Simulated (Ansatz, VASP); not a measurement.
## Two plane-wave programs on C

Contents of INCAR:

```
SYSTEM = C
PREC = Accurate
ENCUT = 600
EDIFF = 1E-6
ISMEAR = 0
SIGMA = 0.01
LREAL = .False.
LASPH = .True.
NELM = 60
ALGO = Normal
ISIF = 3
LWAVE = .False.
LCHARG = .False.
GGA = PE
IBRION = 2
NSW = 100
EDIFFG = -0.01
```

Contents of KPOINTS:

```
regular mesh
0
Gamma
  18 18 18
  0 0 0
```

File POSCAR:

```
C
1.0
    0.0000000000      2.1379367350      3.7690049290
    1.2331285572      0.0000000000      3.7690049290
    1.2331285572      2.1379367350      0.0000000000
C
2
Direct
    0.1668529689      0.8331470311      0.1668529689
    0.8331470311      0.1668529689      0.8331470311
```

Input for Ansatz:

```yaml
crystal:
  lattice:
    - [0.0, 2.137936735, 3.769004929]
    - [1.2331285572, 0.0, 3.769004929]
    - [1.2331285572, 2.137936735, 0.0]
  atoms:
    - { symbol: C, position: [0.1668529689, 0.8331470311, 0.1668529689] }
    - { symbol: C, position: [0.8331470311, 0.1668529689, 0.8331470311] }
basis:
  ecutwfc: 420
kpoints:
  mp_grid: { grid: [18, 18, 18] }
hamiltonian:
  xc: pbe
scf:
  occupations: { method: gaussian, width: 0.01 }
output:
  forces: true
  stress: true
  eigenvalues: true
relax:
  adjacent_minimum: "off"
  f_tol: 0.01
  max_steps: 80
  cell: { stress_tol: 0.05 }
```

Alike in both runs: task relaxation of cell and atoms; functional PBE; k mesh 18 × 18 × 18; occupations gaussian, width 0.01 eV; no spin polarisation.

|  | VASP | Ansatz |
| --- | --- | --- |
| version | VASP 6.6.1 | Ansatz 0.2.0 |
| potentials or method | VASP PAW PBE potentials, release 64 (C), cutoff 600 eV | scalar-relativistic, plane waves, PAW |
| valence electrons in the cell | 8 | 8 |

VASP gave:

| Property | Result |
| --- | --- |
| gap on the k mesh at the Fermi level, each at its own relaxed structure (eV) | 0.03 |
| relaxed volume (Å³/atom) | 10.42 |
| relaxed cell length with the largest relative difference (Å) | 4.140 |

Q: What did Ansatz give for the same quantities?

A: gap on the k mesh at the Fermi level, each at its own relaxed structure (eV): 0.02; relaxed volume (Å³/atom): 11.15; relaxed cell length with the largest relative difference (Å): 4.408.

One of these differences is far larger than is usual between the two programs; its cause wasn't traced.
